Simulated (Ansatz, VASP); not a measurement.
## SiC in VASP and in Ansatz

```
Si C
1.0
     3.07584    0.00000    0.00000
    -1.53792    2.66376    0.00000
     0.00000    0.00000    5.04767
Si C
2 2
Direct
  0.33333 0.66667 0.00459
  0.66667 0.33333 0.50459
  0.33333 0.66667 0.38041
  0.66667 0.33333 0.88041
```

Alike in both runs: functional PBEsol; k mesh 12 × 12 × 6; occupations fermi-dirac, width 0.02 eV; no spin polarisation.

Ansatz relaxed the structure, and its values are those at the end. VASP's run is a single point on that final structure, the one shown.

|  | VASP | Ansatz |
| --- | --- | --- |
| version | VASP 6.6.1 | Ansatz 0.2.0 |
| potentials or method | VASP PAW PBE potentials, release 64 (Si, C), cutoff 520 eV | PAW plane waves |
| valence electrons in the cell | 16 | 16 |

Ansatz gave:

* gap on the k mesh at the Fermi level (eV): 2.12
* pressure (GPa): 0.0

Estimate VASP's values.

gap on the k mesh at the Fermi level (eV): 2.11; pressure (GPa): 0.4.

VASP's potentials were made for PBE, not for PBEsol, and Ansatz warns of the same on its side.
